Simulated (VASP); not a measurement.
Write the native input for VASP 6.6.1 that does the following.

| Quantity | Value |
| --- | --- |
| Task | single point |
| Functional | PBE |
| Potentials or basis | VASP PAW PBE potentials, release 64 (Mo_sv, Se) |
| Cutoff | 520 eV |
| k mesh | 12 × 12 × 6 |
| Occupations | gaussian, width 0.1 eV |
| Spin | collinear spin |
| Starting moments | [2.0, 2.0, 0.0, 0.0] μB |
| Hubbard terms | Mo d U = 4.38 eV |
| Dipole correction | no |
| Further INCAR settings | ALGO = Normal; EDIFF = 1e-06; NBANDS = 32 |

The structure of MoSe lies in POSCAR:

```
MoSe
1.0
    4.0210081880      0.0000000000      0.0000000000
   -2.0105040940      3.4822952396      0.0000000000
    0.0000000000      0.0000000000      6.8157726664
Mo Se
2 2
Direct
    0.0000000000      0.0000000000      0.0000000000
    0.0000000000      0.0000000000      0.5000000000
    0.3333333333      0.6666666667      0.2500000000
    0.6666666667      0.3333333333      0.7500000000
```

The input as run:

INCAR

```
SYSTEM = MoSe
PREC = Accurate
ENCUT = 520
EDIFF = 1E-6
ISMEAR = 0
SIGMA = 0.1
LREAL = .FALSE.
LASPH = .TRUE.
NELM = 150
ALGO = Normal
ISIF = 2
LWAVE = .FALSE.
LCHARG = .TRUE.
ISPIN = 2
MAGMOM = 2 2 0 0
LORBIT = 11
LMAXMIX = 4
LDAU = .TRUE.
LDAUTYPE = 2
LDAUL = 2 -1
LDAUU = 4.38 0
LDAUJ = 0 0
LDAUPRINT = 1
GGA = PE
LELF = .TRUE.
LVHAR = .TRUE.
NBANDS = 32
```

KPOINTS

```
Automatic mesh
0
G
  12 12 6
  0 0 0
```

Potentials or basis: VASP PAW PBE potentials, release 64 (Mo_sv, Se).

Command:

```bash
$ cat potpaw_PBE.64/Mo_sv/POTCAR potpaw_PBE.64/Se/POTCAR > POTCAR
$ mpirun -np 1 vasp_std > vasp.out
```

It gave:

```yaml
Pressure: -1.3 GPa
Band_gap_on_the_k_mesh: zero (filled and empty bands overlap)
Net_moment: 8.00 μB per cell
Site_moments: Mo +3.63; Se -0.13 μB
Valence_electrons_inside_the_program's_atomic_spheres: Mo 12.15; Se 3.83
```

It took 11 min on 1 thread of Intel(R) Xeon(R) Platinum 8488C (Sapphire Rapids), on a shared host, peak memory 0.47 GiB.
